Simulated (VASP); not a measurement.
# Al12Pt in VASP: notebook

Runs on Al12Pt. Level: PBE. Tasks: single point.

Everything below comes from runs of VASP 6.6.1. Logs are shortened: lines on timing, memory, paths and dates and some standing lists are left out, and cuts for length are marked.

### 1 The cell of the first run

The cell holds a slab with vacuum, 13 atoms: a = 5.728 Å, b = 5.728 Å, c = 16.677 Å, α = 90.00°, β = 90.00°, γ = 60.00°.

### 2 Single point, PBE

INCAR reads:

```
  PREC = Accurate
  ENCUT = 520
  EDIFF = 1E-6
  ISMEAR = -1
  SIGMA = 0.15
  LREAL = False
  LASPH = True
  NELM = 100
  ALGO = Normal
  ISIF = 2
  LWAVE = False
  LCHARG = False
  GGA = PE
  NBANDS = 35
```

KPOINTS reads:

```
Automatic mesh
0
Gamma
  3 3 1
```

POSCAR reads:

```
Al12Pt
1.0
    5.7275650000      0.0000000000      0.0000000000
    2.8637820000      4.9602170000      0.0000000000
    0.0000000000      0.0000000000     16.6765370000
Al Pt
12 1
Direct
    0.1666666208      0.1666667003      0.0599644878
    0.6666667081      0.1666667003      0.0599644878
    0.1666666712      0.6666665995      0.0599644878
    0.6666667585      0.6666665995      0.0599644878
   -0.1723332019      0.3352397687      0.2019757459
    0.3227734060      0.3368693345      0.1981942654
   -0.1722110236      0.8351693081      0.2022978152
    0.3264757485      0.8358146428      0.1998834650
   -0.0113428291      0.0041318757      0.3414991374
    0.4723454096      0.0321379085      0.3387458080
   -0.0033616488      0.4997297497      0.3461099867
    0.4710162182      0.4907101847      0.3374929099
    0.6182703409      0.6857000409      0.4361115860
```

Potentials or basis: VASP PAW PBE potentials, release 64 (Al, Pt).

Started as:

```console
cat potpaw_PBE.64/Al/POTCAR potpaw_PBE.64/Pt/POTCAR > POTCAR
mpirun -np 1 vasp_std > vasp.out
```

OUTCAR:

```text
PREC = Accurate
   ENCUT = 520
   EDIFF = 1E-6
   ISMEAR = -1
   LREAL = False
   LASPH = True
   NELM = 100
   ISIF = 2
   GGA = PE

 ion  position               nearest neighbor table
   1  0.167  0.167  0.060-   6 2.82   8 2.85   2 2.86   4 2.86   3 2.86   3 2.86   2 2.86   4 2.86
                             5 2.90
   2  0.667  0.167  0.060-   1 2.86   4 2.86   3 2.86   3 2.86   4 2.86   1 2.86   6 2.87   5 2.88
                             7 2.89
   3  0.167  0.667  0.060-   6 2.83   8 2.85   4 2.86   1 2.86   2 2.86   2 2.86   1 2.86   4 2.86
                             7 2.91
   4  0.667  0.667  0.060-   3 2.86   1 2.86   2 2.86   2 2.86   3 2.86   1 2.86   8 2.88   7 2.88
                             5 2.88
   5  0.828  0.335  0.202-   6 2.84   9 2.85   8 2.86   7 2.86   7 2.86   8 2.87  12 2.87   2 2.88
                             4 2.88   6 2.89   1 2.90  11 2.92
   6  0.323  0.337  0.198-  12 2.76  10 2.79   1 2.82   3 2.83   5 2.84   7 2.85   8 2.86   2 2.87
                             8 2.87   7 2.88   5 2.89  11 2.95
   7  0.828  0.835  0.202-   9 2.84   6 2.85   8 2.86   5 2.86   5 2.86   8 2.87  10 2.88   4 2.88
                             6 2.88   2 2.89   3 2.91  11 2.92
   8  0.326  0.836  0.200-   3 2.85   1 2.85   7 2.86   5 2.86   6 2.86  12 2.87   6 2.87   5 2.87
                             7 2.87  10 2.87   4 2.88   9 2.90
   9  0.989  0.004  0.341-   7 2.84   5 2.85  10 2.85  12 2.86  11 2.86  11 2.87  10 2.88  12 2.88
                             8 2.90
  10  0.472  0.032  0.339-  13 2.37  12 2.62  11 2.70   6 2.79   9 2.85   8 2.87   7 2.88   9 2.88
                            11 3.03  12 3.10
  11  0.997  0.500  0.346-  13 2.40  12 2.70  10 2.70   9 2.86   9 2.87   5 2.92   7 2.92   6 2.95
                            10 3.03  12 3.04
  12  0.471  0.491  0.337-  13 2.37  10 2.62  11 2.70   6 2.76   9 2.86   8 2.87   5 2.87   9 2.88
                            11 3.04  10 3.10
  13  0.618  0.686  0.436-  12 2.37  10 2.37  11 2.40

  LATTYP: Found a hexagonal cell.
 ALAT       =     5.7275649303
 C/A-ratio  =     2.9116277516

  Lattice vectors:

 A1 = (  -2.8637820000,  -4.9602170000,   0.0000000000)
 A2 = (   5.7275650000,   0.0000000000,   0.0000000000)
 A3 = (   0.0000000000,   0.0000000000,  16.6765370000)

Analysis of symmetry for initial positions (statically):
=====================================================================
 Subroutine PRICEL returns:
 Original cell was already a primitive cell.

 Routine SETGRP: Setting up the symmetry group for a
 hexagonal supercell.

 Subroutine GETGRP returns: Found  1 space group operations
 (whereof  1 operations were pure point group operations)
 out of a pool of 24 trial point group operations.

The static configuration has the point symmetry C_1 .

Analysis of symmetry for dynamics (positions and initial velocities):
=====================================================================
 Subroutine PRICEL returns:
 Original cell was already a primitive cell.

 Routine SETGRP: Setting up the symmetry group for a
 hexagonal supercell.

 Subroutine GETGRP returns: Found  1 space group operations
 (whereof  1 operations were pure point group operations)
 out of a pool of 24 trial point group operations.

The dynamic configuration has the point symmetry C_1 .

 Subroutine INISYM returns: Found  1 space group operations
 (whereof  1 operations are pure point group operations),
 and found     1 'primitive' translations

----------------------------------------------------------------------------------------

                                     Primitive cell

  volume of cell :     473.7798

  direct lattice vectors                    reciprocal lattice vectors
     5.727565000  0.000000000  0.000000000     0.174594265 -0.100802024  0.000000000
     2.863782000  4.960217000  0.000000000     0.000000000  0.201604083  0.000000000
     0.000000000  0.000000000 16.676537000     0.000000000  0.000000000  0.059964488

  length of vectors
     5.727565000  5.727564930 16.676537000     0.201604081  0.201604083  0.059964488

[... 32 lines left out ...]

 KPOINTS: Automatic mesh

Automatic generation of k-mesh.
 Grid dimensions read from file:
 generate k-points for:    3    3    1

 Generating k-lattice:

  Cartesian coordinates                     Fractional coordinates (reciprocal lattice)
     0.058198088 -0.033600675  0.000000000     0.333333333  0.000000000  0.000000000
     0.000000000  0.067201361  0.000000000     0.000000000  0.333333333  0.000000000
     0.000000000  0.000000000  0.059964488     0.000000000  0.000000000  1.000000000

  Length of vectors
     0.067201360  0.067201361  0.059964488

  Shift w.r.t. Gamma in fractional coordinates (k-lattice)
     0.000000000  0.000000000  0.000000000

 Subroutine IBZKPT returns following result:
 ===========================================

 Found      5 irreducible k-points:

 Following reciprocal coordinates:
            Coordinates               Weight
  0.000000  0.000000  0.000000      1.000000
  0.333333  0.000000  0.000000      2.000000
  0.333333  0.333333  0.000000      2.000000
  0.000000  0.333333  0.000000      2.000000
 -0.333333  0.333333  0.000000      2.000000
   k-points           NKPTS =      5   k-points in BZ     NKDIM =      5   number of bands    NBANDS=     35
   number of dos      NEDOS =    301   number of ions     NIONS =     13
   total plane-waves  NPLWV = 290304
   dimension x,y,z NGX =    48 NGY =   48 NGZ =  126
   dimension x,y,z NGXF=    96 NGYF=   96 NGZF=  252
   ions per type =              12   1
   NGX,Y,Z   is equivalent  to a cutoff of  13.93, 13.93, 12.56 a.u.
   NGXF,Y,Z  is equivalent  to a cutoff of  27.86, 27.86, 25.12 a.u.
 SYSTEM =  unknown system
   PREC   = accura    normal or accurate (medium, high low for compatibility)
   ISTART =      0    job   : 0-new  1-cont  2-samecut
   ICHARG =      2    charge: 1-file 2-atom 10-const
   ISPIN  =      1    spin polarized calculation?
   LNONCOLLINEAR =      F non collinear calculations
   LSORBIT =      F    spin-orbit coupling
   LASPH  =      T    aspherical Exc in radial PAW
   ENCUT  =  520.0 eV  38.22 Ry    6.18 a.u.  10.65 10.65 31.01*2*pi/ulx,y,z
   NELM   =    100;   NELMIN=  2; NELMDL= -5     # of ELM steps
   EDIFF  = 0.1E-05   stopping-criterion for ELM
   LREAL  =      F    real-space projection
   EDIFFG = 0.1E-04   stopping-criterion for IOM
   NSW    =      0    number of steps for IOM
   IBRION =     -1    ionic relax: 0-MD 1-quasi-New 2-CG
   NFREE  =      0    steps in history (QN), initial steepest desc. (CG)
   ISIF   =      2    stress and relaxation
   ISYM   =      2    0-nonsym 1-usesym 2-fastsym
   POTIM  = 0.5000    time-step for ionic-motion
   TEBEG  =    0.0;   TEEND  =   0.0 temperature during run
   PSTRESS=    0.0 pullay stress
   NELECT =      46.0000    total number of electrons
   NUPDOWN=      -1.0000    fix difference up-down
   EMIN   =  10.00;   EMAX   =-10.00  energy-range for DOS
   EFERMI =   0.00;   METHOD = LEGACY
   ISMEAR =    -1;   SIGMA  =   0.15  broadening in eV -4-tet -1-fermi 0-gaus
   EFERMI_NEDOS =   21; number of points for ismear=-14 and -15
   IALGO  =     38    algorithm
   IMIX   =      4    mixing-type and parameters
     AMIX     =   0.40;   BMIX     =  1.00
     AMIX_MAG =   1.60;   BMIX_MAG =  1.00
  volume/ion in A,a.u.               =      36.44       245.94
  Fermi-wavevector in a.u.,A,eV,Ry     =   0.752434  1.421895  7.703039  0.566157
  Thomas-Fermi vector in A             =   1.849644
   LORBIT       =      0    0 simple, 1 ext, 2 COOP (PROOUT), +10 PAW based schemes
   GGA     = PE    functional components
   LHFCALC =     F    Hartree Fock is set to
   AEXX    =    0.0000 exact exchange contribution
   IVDW    =     0    specifies the selected vdW correction
   LEPSILON=     F    determine dielectric tensor
   LRPA    =     F    only Hartree local field effects (RPA)
 non-spin polarized calculation
  energy-cutoff  :      520.00
  volume of cell :      473.78
 maximum number of plane-waves:     12795
 NGX is ok and might be reduce to    42
   NGX = 21   NGY = 21   NGZ = 63

 number of electron      46.0000001 magnetization

 Free energy of the ion-electron system (eV)
  ---------------------------------------------------
  ext. energy  EPLUGINS =         0.00000000
  ---------------------------------------------------
  free energy    TOTEN  =       -49.10432796 eV

  energy without entropy =      -48.60395615  energy(sigma->0) =      -48.85414206

 E-fermi :   1.4579     XC(G=0):  -5.8077

 val. band max:        1.4386060673   @ k =   0.0000   0.3333   0.0000
 cond. band min:       1.4646582263   @ k =   0.3333   0.0000   0.0000
 fundamental gap:      0.0260521591
 Fermi energy:         1.4579383662

 k-point     1 :       0.0000    0.0000    0.0000
  band No.  band energies     occupation
      1      -8.9869      2.00000
      2      -7.3997      2.00000
      3      -4.9756      2.00000
      4      -3.3705      2.00000
      5      -3.3615      2.00000
      6      -3.2955      2.00000
[... 179 lines left out ...]
     34       4.7306      0.00000
     35       4.8307      0.00000

------------------------ aborting loop because EDIFF is reached ----------------------------------------

  FORCE on cell =-STRESS in cart. coord.  units (eV):
  Direction    XX          YY          ZZ          XY          YZ          ZX
  --------------------------------------------------------------------------------------
  -------------------------------------------------------------------------------------
  Total       -1.7135113     -1.1728670     -0.1315293      0.5892377     -0.2783437      0.7009960
  in kB       -5.7945669     -3.9662744     -0.4447915      1.9926203     -0.9412727      2.3705525
  external PRESSURE =      -3.4018776 kB  Pullay stress =       0.0000000 kB

 VOLUME and BASIS-vectors are now :
 -----------------------------------------------------------------------------
  energy-cutoff  :      520.00
  volume of cell :      473.78
      direct lattice vectors                 reciprocal lattice vectors
     5.727565000  0.000000000  0.000000000     0.174594265 -0.100802024  0.000000000
     2.863782000  4.960217000  0.000000000     0.000000000  0.201604083  0.000000000
     0.000000000  0.000000000 16.676537000     0.000000000  0.000000000  0.059964488

 POSITION                                       TOTAL-FORCE (eV/Angst)
 -----------------------------------------------------------------------------------
      1.43189      0.82670      1.00000        -0.055993     -0.027483     -0.065958
      4.29567      0.82670      1.00000         0.009397     -0.007559     -0.007817
      2.86378      3.30681      1.00000        -0.005851      0.052296     -0.056897
      5.72757      3.30681      1.00000        -0.037546      0.015183      0.165073
      5.70057      1.66286      3.36826        -0.012641      0.003536     -0.013826
      2.81343      1.67094      3.30519        -0.001715      0.001545      0.000021
      7.13296      4.14262      3.37363        -0.011581      0.005141     -0.016874
      4.26350      4.14582      3.33336        -0.008896      0.002448      0.006161
      5.67443      0.02050      5.69502        -0.017484      0.005532     -0.026960
      2.79742      0.15941      5.64911        -0.017909      0.006807      0.010724
      7.13943      2.47877      5.77192         0.029553     -0.020310     -0.038021
      4.10306      2.43403      5.62821         0.007549      0.021799      0.042452
      5.50488      3.40122      7.27283         0.123117     -0.058936      0.001920
 -----------------------------------------------------------------------------------
    total drift:                                0.000116     -0.000039     -0.000438

  FREE ENERGIE OF THE ION-ELECTRON SYSTEM (eV)
  ---------------------------------------------------
  free  energy   TOTEN  =       -49.1043279635 eV

  energy  without entropy=      -48.6039561548  energy(sigma->0) =      -48.85414206
```

It took 1.9 min on 1 thread of Intel Xeon 6975P-C (Granite Rapids), shared host; peak memory 0.61 GiB.

Results:

* Free energy: -49.1043 eV
* Largest force: 0.170 eV/Å
* Band gap on the k mesh: zero (band 23 reaches 1.46 eV, above the bottom of band 24 at 1.34 eV)

Forces on the atoms (eV/Å):
```
Al  -0.056 -0.027 -0.066
Al   0.009 -0.008 -0.008
Al  -0.006  0.052 -0.057
Al  -0.038  0.015  0.165
Al  -0.013  0.004 -0.014
Al  -0.002  0.002  0.000
Al  -0.012  0.005 -0.017
Al  -0.009  0.002  0.006
Al  -0.017  0.006 -0.027
Al  -0.018  0.007  0.011
Al   0.030 -0.020 -0.038
Al   0.008  0.022  0.042
Pt   0.123 -0.059  0.002
```

Caveat: the k points lie up to 0.42 Å⁻¹ apart; spin-orbit coupling is left out, which moves the levels of the heavy elements.

### 3 Single point, PBE

INCAR reads:

```
SYSTEM = Al12Pt
PREC = Accurate
ENCUT = 520
EDIFF = 1E-6
ISMEAR = -1
SIGMA = 0.15
LREAL = .FALSE.
LASPH = .TRUE.
NELM = 60
ALGO = Normal
ISIF = 2
LWAVE = .FALSE.
LCHARG = .FALSE.
GGA = PE
NBANDS = 35
```

KPOINTS reads:

```
Automatic mesh
0
G
  3 3 1
  0 0 0
```

POSCAR reads:

```
Al12Pt
1.0
    5.7275650000      0.0000000000      0.0000000000
    2.8637820000      4.9602170000      0.0000000000
    0.0000000000      0.0000000000     16.6765370000
Al Pt
12 1
Direct
    0.1666666208      0.1666667003      0.0599644878
    0.6666667081      0.1666667003      0.0599644878
    0.1666666712      0.6666665995      0.0599644878
    0.6666667585      0.6666665995      0.0599644878
   -0.1692011851      0.3297642018      0.2030376570
    0.3358178629      0.3347934173      0.1973844450
   -0.1678827377      0.8314108032      0.1988710246
    0.3303713992      0.8300699344      0.2031285632
   -0.0034208747     -0.0042607007      0.3444815911
    0.4813949516      0.0334662778      0.3351861960
    0.0343536968      0.4807485237      0.3350016253
    0.5035245177      0.5027050228      0.3511868201
    0.7081646157      0.7065646523      0.4348903492
```

Potentials or basis: VASP PAW PBE potentials, release 64 (Al, Pt).

Started as:

```console
cat potpaw_PBE.64/Al/POTCAR potpaw_PBE.64/Pt/POTCAR > POTCAR
mpirun -np 1 vasp_std > vasp.out
```

OUTCAR:

```text
SYSTEM = Al12Pt
   PREC = Accurate
   ENCUT = 520
   EDIFF = 1E-6
   ISMEAR = -1
   LREAL = .FALSE.
   LASPH = .TRUE.
   NELM = 60
   ISIF = 2
   GGA = PE

 ion  position               nearest neighbor table
   1  0.167  0.167  0.060-   6 2.84   2 2.86   4 2.86   3 2.86   3 2.86   2 2.86   4 2.86   5 2.91
                             8 2.91
   2  0.667  0.167  0.060-   6 2.82   7 2.85   1 2.86   4 2.86   3 2.86   3 2.86   4 2.86   1 2.86
                             5 2.89
[... 416 lines left out ...]
 -----------------------------------------------------------------------------
  energy-cutoff  :      520.00
  volume of cell :      473.78
      direct lattice vectors                 reciprocal lattice vectors
     5.727565000  0.000000000  0.000000000     0.174594265 -0.100802024  0.000000000
     2.863782000  4.960217000  0.000000000     0.000000000  0.201604083  0.000000000
     0.000000000  0.000000000 16.676537000     0.000000000  0.000000000  0.059964488

 POSITION                                       TOTAL-FORCE (eV/Angst)
 -----------------------------------------------------------------------------------
      1.43189      0.82670      1.00000        -0.045163     -0.026782     -0.001993
      4.29567      0.82670      1.00000         0.050786     -0.059832     -0.073146
      2.86378      3.30681      1.00000        -0.025769      0.071096     -0.071362
      5.72757      3.30681      1.00000         0.026239      0.013766      0.159285
      5.70283      1.63570      3.38596         0.020365      0.012629     -0.004335
      2.88219      1.66065      3.29169         0.011931      0.008858     -0.007751
      7.14699      4.12398      3.31648         0.015861      0.010209      0.009322
      4.26936      4.11733      3.38748         0.022150      0.011692     -0.006467
      8.55955      4.93908      5.74476         0.023323      0.015502     -0.048208
      2.85306      0.16600      5.58974         0.067830      0.028821      0.013697
      1.57352      2.38462      5.58667         0.059713      0.040793      0.014482
      4.32361      2.49353      5.85658        -0.002116     -0.002293      0.004661
      6.07951      3.50471      7.25246        -0.225150     -0.124459      0.011815
 -----------------------------------------------------------------------------------
    total drift:                               -0.000196     -0.000071     -0.000416

  FREE ENERGIE OF THE ION-ELECTRON SYSTEM (eV)
  ---------------------------------------------------
  free  energy   TOTEN  =       -49.0504206597 eV

  energy  without entropy=      -48.5380369036  energy(sigma->0) =      -48.79422878
```

Run time: 100 s. Hardware: 1 thread of Intel Xeon 6975P-C (Granite Rapids), shared host; peak memory 0.62 GiB.

Results:

```yaml
Free_energy: -49.0504 eV
Largest_force: 0.258 eV/Å
Band_gap_on_the_k_mesh: zero (band 23 reaches 1.48 eV, above the bottom of band 24 at 1.35 eV)
```

Forces in eV/Å, atoms in the order of the input:
```
Al  -0.045 -0.027 -0.002
Al   0.051 -0.060 -0.073
Al  -0.026  0.071 -0.071
Al   0.026  0.014  0.159
Al   0.020  0.013 -0.004
Al   0.012  0.009 -0.008
Al   0.016  0.010  0.009
Al   0.022  0.012 -0.006
Al   0.023  0.016 -0.048
Al   0.068  0.029  0.014
Al   0.060  0.041  0.014
Al  -0.002 -0.002  0.005
Pt  -0.225 -0.124  0.012
```

Levels at points of the mesh, in eV from the Fermi level:
| k point | band 19 | band 20 | band 21 | band 22 | band 23 | band 24 | band 25 | band 26 | band 27 | band 28 |
| --- | --- | --- | --- | --- | --- | --- | --- | --- | --- | --- |
| (0.00, 0.00, 0.00) | -2.13 | -2.11 | -1.88 | -0.85 | -0.34 | -0.10 | -0.10 | 0.16 | 0.25 | 0.39 |

Caveat: the k points lie up to 0.42 Å⁻¹ apart; spin-orbit coupling is left out, which moves the levels of the heavy elements.

### 4 Single point, PBE

INCAR reads:

```
ALGO = Normal
EDIFF = 1E-7
ENCUT = 520
GGA = PE
ISIF = 2
ISMEAR = -1
LASPH = True
LCHARG = False
LREAL = False
LWAVE = False
NBANDS = 35
NELM = 100
PREC = Accurate
SIGMA = 0.15
```

KPOINTS reads:

```
k-points
0
Gamma
  3 3 1
```

POSCAR reads:

```
Al12Pt
1.0
    5.7275650000      0.0000000000      0.0000000000
    2.8637820000      4.9602170000      0.0000000000
    0.0000000000      0.0000000000     16.6765370000
Al Pt
12 1
Direct
    0.1666666208      0.1666667003      0.0599644878
    0.6666667081      0.1666667003      0.0599644878
    0.1666666712      0.6666665995      0.0599644878
    0.6666667585      0.6666665995      0.0599644878
   -0.1751280964      0.3230104651      0.2037511145
    0.3320839718      0.3311929700      0.1984441374
   -0.1726051595      0.8265706924      0.1973741311
    0.3237361150      0.8240883413      0.2038109591
   -0.0111749012     -0.0125589264      0.3517726132
    0.4591894463      0.0195285811      0.3329220569
    0.0205046775      0.4577827946      0.3328811012
    0.5054451639      0.5044249072      0.3508335094
    0.7743394211      0.7730534773      0.4321568081
```

Started as:

```console
cat potpaw_PBE.64/Al/POTCAR potpaw_PBE.64/Pt/POTCAR > POTCAR
mpirun -np 1 vasp_std > vasp.out
```

It took 2.5 min on 1 thread of Intel Xeon 6975P-C (Granite Rapids), shared host; peak memory 0.61 GiB.

It converged, with:

| Property | Result |
| --- | --- |
| Free energy | -48.9975 eV |
| Largest force | 0.193 eV/Å |
| Band gap on the k mesh | zero (band 23 reaches 1.50 eV, above the bottom of band 24 at 1.39 eV) |

Forces on the atoms (eV/Å):
```
Al  -0.065 -0.038  0.000
Al   0.021 -0.189 -0.035
Al  -0.152  0.111 -0.034
Al   0.099  0.056  0.090
Al  -0.004 -0.001 -0.001
Al  -0.004 -0.001  0.008
Al  -0.002 -0.001 -0.004
Al  -0.001 -0.002 -0.001
Al   0.006  0.005  0.000
Al  -0.024 -0.012 -0.002
Al  -0.022 -0.011  0.002
Al   0.003  0.001 -0.012
Pt   0.144  0.080 -0.011
```

Levels at points of the mesh, in eV from the Fermi level:
```csv
k point,band 20,band 21,band 22,band 23,band 24,band 25,band 26,band 27
"(0.00, 0.00, 0.00)",-1.95,-1.83,-0.78,-0.47,-0.06,-0.03,0.04,0.19
```

Caveat: the k points lie up to 0.42 Å⁻¹ apart; spin-orbit coupling is left out, which moves the levels of the heavy elements.
